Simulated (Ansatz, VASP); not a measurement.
## One calculation of Al2O3, two programs

```
CELL_PARAMETERS angstrom
2.89678 0.00000 0.00000
-1.44839 2.50869 0.00000
0.00000 0.00000 8.18061
ATOMIC_POSITIONS crystal
Al 0.00000 0.00000 0.27795
Al 0.00000 0.00000 0.72205
O 0.33333 0.66667 0.19945
O 0.66667 0.33333 0.80055
O 0.00000 0.00000 0.50000
```

Change from the starting cell: strain -0.040 along x and y, +0.080 along z, atoms carried along.

Alike in both runs: task single point; functional LDA; k mesh 12 × 12 × 4; occupations gaussian, width 0.05 eV; no spin polarisation.

|  | VASP | Ansatz |
| --- | --- | --- |
| version | VASP 6.6.1 | Ansatz 0.2.0 |
| potentials or method | VASP PAW LDA potentials, release 64 (Al, O), cutoff 520 eV | scalar-relativistic, plane waves, PAW |
| valence electrons in the cell | 24 | 24 |

|  | VASP | Ansatz | Ansatz less VASP |
| --- | --- | --- | --- |
| gap on the k mesh at the Fermi level (eV) | 0.91 | 0.90 | -0.008 |
| least direct gap on the mesh (eV) | 0.91 | 0.90 | -0.008 |
| pressure (GPa) | -6.6 | -7.3 | -0.72 |
| traceless stress, the component that is largest in VASP (GPa) | -31.31 | -31.23 | +0.075 |
| rms of the force components (eV/Å) | 1.193 | 1.208 | +0.0150 |

LDA's correlation is that of Perdew and Zunger in VASP and of Perdew and Wang (1992) in Ansatz. Atom by atom the forces differ by 0.019 eV/Å (rms over components).
